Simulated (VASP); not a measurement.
Crystal: AlH6.

```
Al H
1.0
     3.71542    0.00000    0.00000
    -1.85771    3.21765    0.00000
     0.00000    0.00000    4.82659
Al H
1 6
Direct
  0.00000 0.00000 0.00000
  0.33333 0.66667 0.50000
  0.66667 0.33333 0.50000
  0.50000 0.00000 0.00000
  0.00000 0.50000 0.00000
  0.50000 0.50000 0.00000
  0.00000 0.00000 0.50000
```

The cell was built from a structure type or drawn by symmetry, and may not be a known phase.

- Program: VASP 6.6.1
- Task: relaxation of cell and atoms
- Functional: PBE
- Potentials or basis: VASP PAW PBE potentials, release 64 (Al, H)
- Cutoff: 600 eV
- k mesh: 6 × 6 × 4
- Occupations: gaussian, width 0.1 eV
- Spin: no spin polarisation

At the start: pressure -9.4 GPa; volume 8.24 Å³/atom.

Task: How do energy, volume and symmetry change on relaxing?

Result: Over 12 steps the energy falls by 104.4 meV/atom and the volume is 5.85 Å³/atom (-29.1 %); space group P6/mmm (No. 191, to 0.1 Å) before and after.

The path:
```
step  energy change (eV)  largest force (eV/Å)  pressure (GPa)  volume (Å³)
   1              0.0000                0.0000           -9.36        57.70
   2             -0.1989                0.0000           -6.72        53.77
   3             -0.3232                0.0000           -2.06        49.14
   4             -0.3293                0.0000           -0.33        47.82
   5             -0.4026                0.0000           -0.17        46.53
   6             -0.6108                0.0000            0.83        42.60
   7             -0.4916                0.0000           15.67        34.55
   8             -0.6923                0.0000            5.30        38.64
   9             -0.7025                0.0000            3.37        39.91
  10             -0.7046                0.0000            3.90        39.52
  11             -0.7283                0.0000           -0.73        41.40
  12             -0.7309                0.0000            0.31        40.93
```

Final structure:
```
Al H
1.0
     3.57531    0.00000    0.00000
    -1.78765    3.09631    0.00000
     0.00000    0.00000    3.69752
Al H
1 6
Direct
  0.00000 0.00000 0.00000
  0.33333 0.66667 0.50000
  0.66667 0.33333 0.50000
  0.50000 0.00000 0.00000
  0.00000 0.50000 0.00000
  0.50000 0.50000 0.00000
  0.00000 0.00000 0.50000
```

Caveat: the volume moved by over 15 % at a fixed basis, so the end points are rough.
